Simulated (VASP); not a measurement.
# TaC (nc) (Fm-3m) in VASP: a series of runs

TaC (nc) is run at these levels: PBE; tasks: single point.

All numbers are computed with VASP 6.6.1; they aren't measurements. Logs are shortened: lines on timing, memory, paths and dates and some standing lists are left out, and cuts for length are marked.

## (1) The cell of the first run

Symmetry: Fm-3m, No. 225, cubic system. The conventional cell has a = 4.476 Å, b = 4.476 Å, c = 4.476 Å, α = 90.00°, β = 90.00°, γ = 90.00°. Within 3.0 Å of Ta (site symmetry m-3m) lie 6 C at 2.24 Å. Within 3.0 Å of C (site symmetry m-3m) lie 6 Ta at 2.24 Å.

## (2) Single point, PBE

Contents of INCAR:

```
PREC     = Accurate       # precision mode
ENCUT    = 600            # plane-wave cutoff, eV
EDIFF    = 1E-6           # SCF threshold, eV
ISMEAR   = 0              # smearing method
SIGMA    = 0.1            # smearing width, eV
LREAL    = F              # projectors in reciprocal space
LASPH    = T              # aspherical terms in the spheres
NELM     = 120            # most SCF steps
ALGO     = Normal         # electronic algorithm
ISIF     = 2              # what is computed and relaxed
LWAVE    = F              # write WAVECAR
LCHARG   = F              # write CHGCAR
GGA      = PE             # functional
NBANDS   = 14             # bands
GGA_COMPAT= F
```

Contents of KPOINTS:

```
Automatic mesh
0
Gamma
  16 16 16
```

Contents of POSCAR:

```
TaC
1.0
    0.0000000000      2.2378884229      2.2378884229
    2.2378884229      0.0000000000      2.2378884229
    2.2378884229      2.2378884229      0.0000000000
Ta C
1 1
Direct
    0.0000000000      0.0000000000      0.0000000000
    0.5000000000      0.5000000000      0.5000000000
```

Potentials or basis: VASP PAW PBE potentials, release 64 (Ta_pv, C).

The run is started by

```sh
$ cat potpaw_PBE.64/Ta_pv/POTCAR potpaw_PBE.64/C/POTCAR > POTCAR
$ mpirun -np 1 vasp_std > vasp.out
```

OUTCAR:

```text
PREC = Accurate
   ENCUT = 600
   EDIFF = 1E-6
   ISMEAR = 0
   LREAL = F
   LASPH = T
   NELM = 120
   ISIF = 2
   GGA = PE

 ion  position               nearest neighbor table
   1  0.000  0.000  0.000-   2 2.24   2 2.24   2 2.24   2 2.24   2 2.24   2 2.24
   2  0.500  0.500  0.500-   1 2.24   1 2.24   1 2.24   1 2.24   1 2.24   1 2.24

  LATTYP: Found a face centered cubic cell.
 ALAT       =     4.4757768458

  Lattice vectors:

 A1 = (   0.0000000000,   2.2378884229,   2.2378884229)
 A2 = (   2.2378884229,   0.0000000000,   2.2378884229)
 A3 = (   2.2378884229,   2.2378884229,   0.0000000000)

Analysis of symmetry for initial positions (statically):
=====================================================================
 Subroutine PRICEL returns:
 Original cell was already a primitive cell.

 Routine SETGRP: Setting up the symmetry group for a
 face centered cubic supercell.

 Subroutine GETGRP returns: Found 48 space group operations
 (whereof 48 operations were pure point group operations)
 out of a pool of 48 trial point group operations.

The static configuration has the point symmetry O_h .

Analysis of symmetry for dynamics (positions and initial velocities):
=====================================================================
 Subroutine PRICEL returns:
 Original cell was already a primitive cell.

 Routine SETGRP: Setting up the symmetry group for a
 face centered cubic supercell.

 Subroutine GETGRP returns: Found 48 space group operations
 (whereof 48 operations were pure point group operations)
 out of a pool of 48 trial point group operations.

The dynamic configuration has the point symmetry O_h .

 Subroutine INISYM returns: Found 48 space group operations
 (whereof 48 operations are pure point group operations),
 and found     1 'primitive' translations

----------------------------------------------------------------------------------------

                                     Primitive cell

  volume of cell :      22.4153

  direct lattice vectors                    reciprocal lattice vectors
     0.000000000  2.237888423  2.237888423    -0.223424901  0.223424901  0.223424901
     2.237888423  0.000000000  2.237888423     0.223424901 -0.223424901  0.223424901
     2.237888423  2.237888423  0.000000000     0.223424901  0.223424901 -0.223424901

  length of vectors
     3.164852159  3.164852159  3.164852159     0.386983281  0.386983281  0.386983281

  position of ions in fractional coordinates (direct lattice)
     0.000000000  0.000000000  0.000000000
     0.500000000  0.500000000  0.500000000

  ion indices of the primitive-cell ions
   primitive index   ion index
                 1           1
                 2           2

----------------------------------------------------------------------------------------

 KPOINTS: Automatic mesh

Automatic generation of k-mesh.
 Grid dimensions read from file:
 generate k-points for:   16   16   16

 Generating k-lattice:

  Cartesian coordinates                     Fractional coordinates (reciprocal lattice)
    -0.013964056  0.013964056  0.013964056     0.062500000  0.000000000  0.000000000
     0.013964056 -0.013964056  0.013964056     0.000000000  0.062500000  0.000000000
     0.013964056  0.013964056 -0.013964056     0.000000000  0.000000000  0.062500000

  Length of vectors
     0.024186455  0.024186455  0.024186455

  Shift w.r.t. Gamma in fractional coordinates (k-lattice)
     0.000000000  0.000000000  0.000000000

 Subroutine IBZKPT returns following result:
 ===========================================

 Found    145 irreducible k-points:

 Following reciprocal coordinates:
            Coordinates               Weight
  0.000000  0.000000  0.000000      1.000000
  0.062500  0.000000  0.000000      8.000000
  0.125000  0.000000  0.000000      8.000000
  0.187500  0.000000  0.000000      8.000000
  0.250000  0.000000  0.000000      8.000000
  0.312500  0.000000  0.000000      8.000000
[... 16 lines left out ...]
 -0.125000  0.062500  0.000000     24.000000
 -0.062500  0.062500  0.000000     12.000000
 [... further k-points ...]
   k-points           NKPTS =    145   k-points in BZ     NKDIM =    145   number of bands    NBANDS=     14
   number of dos      NEDOS =    301   number of ions     NIONS =      2
   total plane-waves  NPLWV =  21952
   dimension x,y,z NGX =    28 NGY =   28 NGZ =   28
   dimension x,y,z NGXF=    56 NGYF=   56 NGZF=   56
   ions per type =               1   1
   NGX,Y,Z   is equivalent  to a cutoff of  14.71, 14.71, 14.71 a.u.
   NGXF,Y,Z  is equivalent  to a cutoff of  29.42, 29.42, 29.42 a.u.
 SYSTEM =  unknown system
   PREC   = accura    normal or accurate (medium, high low for compatibility)
   ISTART =      0    job   : 0-new  1-cont  2-samecut
   ICHARG =      2    charge: 1-file 2-atom 10-const
   ISPIN  =      1    spin polarized calculation?
   LNONCOLLINEAR =      F non collinear calculations
   LSORBIT =      F    spin-orbit coupling
   LASPH  =      T    aspherical Exc in radial PAW
   ENCUT  =  600.0 eV  44.10 Ry    6.64 a.u.   6.32  6.32  6.32*2*pi/ulx,y,z
   NELM   =    120;   NELMIN=  2; NELMDL= -5     # of ELM steps
   EDIFF  = 0.1E-05   stopping-criterion for ELM
   LREAL  =      F    real-space projection
   EDIFFG = 0.1E-04   stopping-criterion for IOM
   NSW    =      0    number of steps for IOM
   IBRION =     -1    ionic relax: 0-MD 1-quasi-New 2-CG
   NFREE  =      0    steps in history (QN), initial steepest desc. (CG)
   ISIF   =      2    stress and relaxation
   ISYM   =      2    0-nonsym 1-usesym 2-fastsym
   POTIM  = 0.5000    time-step for ionic-motion
   TEBEG  =    0.0;   TEEND  =   0.0 temperature during run
   PSTRESS=    0.0 pullay stress
   NELECT =      15.0000    total number of electrons
   NUPDOWN=      -1.0000    fix difference up-down
   EMIN   =  10.00;   EMAX   =-10.00  energy-range for DOS
   EFERMI =   0.00;   METHOD = LEGACY
   ISMEAR =     0;   SIGMA  =   0.10  broadening in eV -4-tet -1-fermi 0-gaus
   EFERMI_NEDOS =   21; number of points for ismear=-14 and -15
   IALGO  =     38    algorithm
   IMIX   =      4    mixing-type and parameters
     AMIX     =   0.40;   BMIX     =  1.00
     AMIX_MAG =   1.60;   BMIX_MAG =  1.00
  volume/ion in A,a.u.               =      11.21        75.63
  Fermi-wavevector in a.u.,A,eV,Ry     =   1.431936  2.705966 27.897924  2.050440
  Thomas-Fermi vector in A             =   2.551618
   LORBIT       =      0    0 simple, 1 ext, 2 COOP (PROOUT), +10 PAW based schemes
   GGA     = PE    functional components
   LHFCALC =     F    Hartree Fock is set to
   AEXX    =    0.0000 exact exchange contribution
   IVDW    =     0    specifies the selected vdW correction
   LEPSILON=     F    determine dielectric tensor
   LRPA    =     F    only Hartree local field effects (RPA)
 non-spin polarized calculation
 Gauss-broadening in eV      SIGMA  =   0.10
  energy-cutoff  :      600.00
  volume of cell :       22.42
 maximum number of plane-waves:       758
 NGX is ok and might be reduce to    28
   NGX = 13   NGY = 13   NGZ = 13

 number of electron      15.0000000 magnetization

 Free energy of the ion-electron system (eV)
  ---------------------------------------------------
  ext. energy  EPLUGINS =         0.00000000
  ---------------------------------------------------
  free energy    TOTEN  =       -22.20882507 eV

  energy without entropy =      -22.20717288  energy(sigma->0) =      -22.20799897

 E-fermi :   8.2357     XC(G=0): -13.1303

 val. band max:        8.2097576906   @ k =   0.4375   0.1875   0.0625
 cond. band min:       8.2561769432   @ k =   0.1250   0.0625   0.0000
 fundamental gap:      0.0464192526
 Fermi energy:         8.2357001990

 k-point     1 :       0.0000    0.0000    0.0000
  band No.  band energies     occupation
      1     -26.8567      2.00000
      2     -26.8567      2.00000
      3     -26.8567      2.00000
      4      -6.4653      2.00000
      5       6.9468      2.00000
      6       6.9468      2.00000
      7       6.9468      2.00000
      8       7.7853      2.00000
      9       7.7853      2.00000
     10       7.7853      2.00000
     11       8.8936      0.00000
     12       8.8936      0.00000
     13      14.6686      0.00000
     14      18.2909      0.00000

 k-point     2 :       0.0625    0.0000    0.0000
  band No.  band energies     occupation
      1     -26.8840      2.00000
      2     -26.8595      2.00000
      3     -26.8595      2.00000
      4      -6.3570      2.00000
      5       6.3491      2.00000
      6       6.6889      2.00000
      7       6.6889      2.00000
      8       7.4288      2.00000
      9       7.4288      2.00000
     10       8.1454      1.79857
     11       9.7236      0.00000
     12       9.7236      0.00000
     13      14.8881      0.00000
     14      18.5665      0.00000

 k-point     3 :       0.1250    0.0000    0.0000
  band No.  band energies     occupation
      1     -26.9611      2.00000
      2     -26.8673      2.00000
      3     -26.8673      2.00000
      4      -6.0401      2.00000
      5       5.3225      2.00000
      6       5.8263      2.00000
      7       5.8263      2.00000
      8       7.6001      2.00000
      9       7.6001      2.00000
     10       8.5549      0.00001
     11      11.0517      0.00000
     12      11.0517      0.00000
     13      15.4593      0.00000
     14      19.3277      0.00000

 k-point     4 :       0.1875    0.0000    0.0000
  band No.  band energies     occupation
      1     -27.0744      2.00000
      2     -26.8790      2.00000
      3     -26.8790      2.00000
      4      -5.5385      2.00000
      5       4.1985      2.00000
      6       4.9558      2.00000
      7       4.9558      2.00000
      8       8.0572      1.98839
      9       8.0572      1.98839
     10       8.8929      0.00000
     11      12.4874      0.00000
     12      12.4874      0.00000
     13      16.1655      0.00000
     14      20.3372      0.00000

 k-point     5 :       0.2500    0.0000    0.0000
  band No.  band energies     occupation
      1     -27.2050      2.00000
      2     -26.8928      2.00000
      3     -26.8928      2.00000
      4      -4.8874      2.00000
      5       3.0690      2.00000
      6       4.2120      2.00000
      7       4.2120      2.00000
      8       8.6795      0.00000
      9       8.6795      0.00000
     10       9.2685      0.00000
     11      13.9503      0.00000
[... 276 lines left out ...]
 k-point    22 :      -0.1875    0.0625    0.0000
  band No.  band energies     occupation
      1     -27.1217      2.00000
      2     -26.9104      2.00000
      3     -26.8747      2.00000
      4      -5.2604      2.00000
      5       3.6901      2.00000
      6       4.4668      2.00000
      7       4.7640      2.00000
      8       7.9121      2.00000
      9       8.7009      0.00000
     10       9.3349      0.00000
     11      12.1303      0.00000
     12      13.8022      0.00000
     13      16.5549      0.00000
     14      20.8129      0.00000

 k-point    23 :      -0.1250    0.0625    0.0000
  band No.  band energies     occupation
      1     -27.0058      2.00000
      2     -26.8930      2.00000
      3     -26.8643      2.00000
      4      -5.8054      2.00000
      5       4.7949      2.00000
      6       5.2541      2.00000
      7       5.4250      2.00000
      8       7.4164      2.00000
      9       8.3259      0.20193
     10       8.9543      0.00000
     11      10.8195      0.00000
     12      12.3512      0.00000
     13      15.8850      0.00000
     14      19.8600      0.00000

 k-point    24 :      -0.0625    0.0625    0.0000
  band No.  band energies     occupation
      1     -26.9217      2.00000
      2     -26.8751      2.00000
      3     -26.8589      2.00000
      4      -6.1802      2.00000
      5       5.8322      2.00000
      6       6.0286      2.00000
      7       6.1520      2.00000
      8       7.1127      2.00000
      9       7.9977      1.99924
     10       8.5755      0.00000
     11       9.8496      0.00000
     12      10.9623      0.00000
     13      15.2406      0.00000
     14      19.0043      0.00000

 [... further k-points ...]
[... 5 lines left out ...]
  --------------------------------------------------------------------------------------
  -------------------------------------------------------------------------------------
  Total        0.0672030      0.0672030      0.0672030     -0.0000000     -0.0000000     -0.0000000
  in kB        4.8034546      4.8034546      4.8034546     -0.0000000     -0.0000000     -0.0000000
  external PRESSURE =       4.8034546 kB  Pullay stress =       0.0000000 kB

 VOLUME and BASIS-vectors are now :
 -----------------------------------------------------------------------------
  energy-cutoff  :      600.00
  volume of cell :       22.42
      direct lattice vectors                 reciprocal lattice vectors
     0.000000000  2.237888423  2.237888423    -0.223424901  0.223424901  0.223424901
     2.237888423  0.000000000  2.237888423     0.223424901 -0.223424901  0.223424901
     2.237888423  2.237888423  0.000000000     0.223424901  0.223424901 -0.223424901

 POSITION                                       TOTAL-FORCE (eV/Angst)
 -----------------------------------------------------------------------------------
      0.00000      0.00000      0.00000         0.000000      0.000000     -0.000000
      2.23789      2.23789      2.23789         0.000000     -0.000000      0.000000
 -----------------------------------------------------------------------------------
    total drift:                                0.000000      0.000000      0.000000

  FREE ENERGIE OF THE ION-ELECTRON SYSTEM (eV)
  ---------------------------------------------------
  free  energy   TOTEN  =       -22.2088250659 eV

  energy  without entropy=      -22.2071728783  energy(sigma->0) =      -22.20799897
```

Run time: 22 s. Hardware: 1 thread of Intel Xeon 6975P-C (Granite Rapids), shared host; peak memory 0.2 GiB.

What came out:

* Free energy: -22.2088 eV
* Pressure: 0.5 GPa

Caveat: spin-orbit coupling is left out, which moves the levels of the heavy elements.

## (3) Single point, PBE

Contents of INCAR:

```
SYSTEM = TaC
  ALGO = Normal
  EDIFF = 1E-6
  ENCUT = 600
  GGA = PE
  GGA_COMPAT = .False.
  ISIF = 2
  ISMEAR = 0
  LASPH = .True.
  LCHARG = .False.
  LREAL = .False.
  LWAVE = .False.
  NBANDS = 14
  NELM = 120
  PREC = Accurate
  SIGMA = 0.1
```

Contents of KPOINTS:

```
k-points
0
Gamma
  16 16 16
  0 0 0
```

POSCAR is that of step 2.

Potentials or basis: VASP PAW PBE potentials, release 64 (Ta_pv, C).

The run is started by

```sh
$ cat potpaw_PBE.64/Ta_pv/POTCAR potpaw_PBE.64/C/POTCAR > POTCAR
$ mpirun -np 1 vasp_std > vasp.out
```

It took 23 s on 1 thread of Intel Xeon 6975P-C (Granite Rapids), shared host; peak memory 0.2 GiB.

Results (log left out):

```
Free energy : -22.2088 eV
Pressure    : 0.5 GPa
```

Levels at points of the mesh, in eV from the Fermi level:
```
           k point  band 4  band 5  band 6  band 7  band 8  band 9  band 10  band 11  band 12  band 13
(0.00, 0.00, 0.00)  -14.70   -1.29   -1.29   -1.29   -0.45   -0.45    -0.45     0.66     0.66     6.43
(0.50, 0.00, 0.00)  -10.35   -8.62   -5.39   -5.39    2.69    2.69     3.65     5.37     9.81     9.81
(0.50, 0.50, 0.00)  -12.60   -4.60   -4.45   -1.75   -1.75    2.58     4.03     4.03     6.74     7.96
```

Caveat: spin-orbit coupling is left out, which moves the levels of the heavy elements.
